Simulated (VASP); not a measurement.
Write the native input for VASP 6.6.1 that does the following.

```yaml
Task: relaxation of cell and atoms
Functional: PBEsol
Potentials_or_basis: VASP PAW PBE potentials, release 64 (W_sv)
Cutoff: 600 eV
k_mesh: 18 × 18 × 18
Occupations: gaussian, width 0.1 eV
Spin: no spin polarisation
Target_pressure: 3 GPa
Dipole_correction: no
Further_INCAR_settings: ALGO = Fast; EDIFF = 1e-06; IBRION = 2; EDIFFG = -0.008; NSW = 70; ISIF = 3
```

The structure of W lies in POSCAR:

```
W
1.0
   -1.5623947774      1.5623947774      1.5623947774
    1.5623947774     -1.5623947774      1.5623947774
    1.5623947774      1.5623947774     -1.5623947774
W
1
Direct
    0.0000000000      0.0000000000      0.0000000000
```

These files were run (other wordings do the same):

INCAR

```
SYSTEM = W
PREC = Accurate
ENCUT = 600
EDIFF = 1E-6
ISMEAR = 0
SIGMA = 0.1
LREAL = .FALSE.
LASPH = .TRUE.
NELM = 60
ALGO = Fast
ISIF = 3
LWAVE = .FALSE.
LCHARG = .FALSE.
GGA = PS
IBRION = 2
NSW = 70
EDIFFG = -0.008
PSTRESS = 30.0
```

KPOINTS

```
Automatic mesh
0
G
  18 18 18
  0 0 0
```

Potentials or basis: VASP PAW PBE potentials, release 64 (W_sv).

The run is started by

```console
$ cat potpaw_PBE.64/W_sv/POTCAR > POTCAR
$ mpirun -np 1 vasp_std > vasp.out
```

It gave:

The relaxed volume is 15.59 Å³/atom and the relaxed cell is a = 2.725 Å, b = 2.725 Å, c = 2.725 Å, α = 109.47°, β = 109.47°, γ = 109.47°. The space group after relaxing (to 0.1 Å) is Im-3m (No. 229). The energy change on relaxing (the run minimises the enthalpy) is -13.9 meV/atom, the ionic steps are 4 and the pressure after relaxing is 3.0 GPa. The band gap on the k mesh is zero (bands 7 and 8 overlap by 6.57 eV).

Caveat: the cell is relaxed towards a set pressure, so the run minimises the enthalpy, not the energy; the PAW data sets were made with another functional, which shifts forces and pressure a little; spin-orbit coupling is left out, which moves the levels of the heavy elements.

It took 2.2 min on 1 thread of Intel Xeon 8259CL, with other jobs on the host, peak memory 0.18 GiB.
